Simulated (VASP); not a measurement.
Write the native input for VASP 6.6.1 that does the following.

- Task: relaxation of cell and atoms
- Functional: PBE
- Potentials or basis: VASP PAW PBE potentials, release 64 (Si, B, N)
- Cutoff: 600 eV
- k mesh: 6 × 6 × 4
- Occupations: gaussian, width 0.1 eV
- Spin: no spin polarisation
- Dipole correction: no
- Further INCAR settings: ALGO = Normal; EDIFF = 1e-06; IBRION = 2; EDIFFG = -0.04; NSW = 90; ISIF = 3

The structure of SiBN lies in POSCAR:

```
SiBN
1.0
    2.6800953300      0.0000000000      0.0000000000
    0.0000000000      2.6800953300      0.0000000000
    0.0000000000      0.0000000000      5.1201718900
Si B N
1 1 1
Direct
    0.5000000000      0.5000000000      0.1472433600
    0.5000000000      0.5000000000      0.6703775100
    0.0000000000      0.0000000000      0.9161586700
```

The cell was built from a structure type or drawn by symmetry, and may not be a known phase.

One way to write it, as run:

INCAR

```
SYSTEM = SiBN
  ALGO = Normal
  EDIFF = 1E-6
  EDIFFG = -0.04
  ENCUT = 600
  GGA = PE
  IBRION = 2
  ISIF = 3
  ISMEAR = 0
  LASPH = .TRUE.
  LCHARG = .FALSE.
  LREAL = .FALSE.
  LWAVE = .FALSE.
  NELM = 100
  NSW = 90
  PREC = Accurate
  SIGMA = 0.1
```

KPOINTS

```
k-points
0
G
  6 6 4
  0 0 0
```

Potentials or basis: VASP PAW PBE potentials, release 64 (Si, B, N).

The run is started by

```sh
$ cat potpaw_PBE.64/Si/POTCAR potpaw_PBE.64/B/POTCAR potpaw_PBE.64/N/POTCAR > POTCAR
$ mpirun -np 1 vasp_std > vasp.out
```

Results of the run:

```yaml
Relaxed_volume: 9.81 Å³/atom
Relaxed_cell: a = 2.667 Å, b = 2.667 Å, c = 4.137 Å, α = 90.00°, β = 90.00°, γ = 90.00°
Space_group_after_relaxing_to_0.1_Å: P4/mmm (No. 123)
Energy_gained_by_relaxing: 1052.9 meV/atom
Ionic_steps: 24
Pressure_after_relaxing: 0.1 GPa
Largest_force_after_relaxing: 0.031 eV/Å
Band_gap_on_the_k_mesh: zero (bands 6 and 7 overlap by 4.00 eV)
```

Caveat: the k points lie up to 0.39 Å⁻¹ apart in the final cell, too coarse for converged energies and pressures of a metal; the volume moved by over 15 % at a fixed basis, so the end points are rough.

It took 66 s on 1 thread of Intel(R) Xeon(R) 6975P-C (Granite Rapids) (shared host), peak memory 0.17 GiB.
